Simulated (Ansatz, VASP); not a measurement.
One calculation of Hf3S5, two programs

```
Hf S
1.0
     5.22598    0.00000    0.00000
     0.00000    5.22598    0.00000
     0.00000    0.00000    5.22598
Hf S
3 5
Direct
  0.50000 0.00000 0.00000
  0.00000 0.50000 0.00000
  0.00000 0.00000 0.50000
  0.00000 0.50000 0.50000
  0.50000 0.00000 0.50000
  0.50000 0.50000 0.00000
  0.00000 0.00000 0.00000
  0.50000 0.50000 0.50000
```

Alike in both runs: functional PBE; k mesh 3 × 3 × 3; occupations gaussian, width 0.2 eV; no spin polarisation.

Ansatz relaxed the structure, and its values are those at the end. VASP's run is a single point on that final structure, the one shown.

```csv
,VASP,Ansatz
version,VASP 6.6.1,Ansatz 0.2.0
potentials or method,"VASP PAW PBE potentials, release 64 (Hf_pv, S), cutoff 520 eV","scalar-relativistic, plane waves, PAW"
valence electrons in the cell,60,108
```

|  | VASP | Ansatz | Ansatz less VASP |
| --- | --- | --- | --- |
| gap on the k mesh at the Fermi level (eV) | none | none | - |
| pressure (GPa) | -0.9 | -0.2 | +0.68 |

A gap of «none» marks a metal or a gap that the smearing closes. With one functional, cell and mesh, what is left measures potentials, basis and numerics. VASP's potentials hold 60 valence electrons a cell and Ansatz's 108, so a difference there can come from the potentials and not from the codes.

The k mesh is coarse, so the values compare programs but aren't converged. Spin-orbit coupling is off throughout.
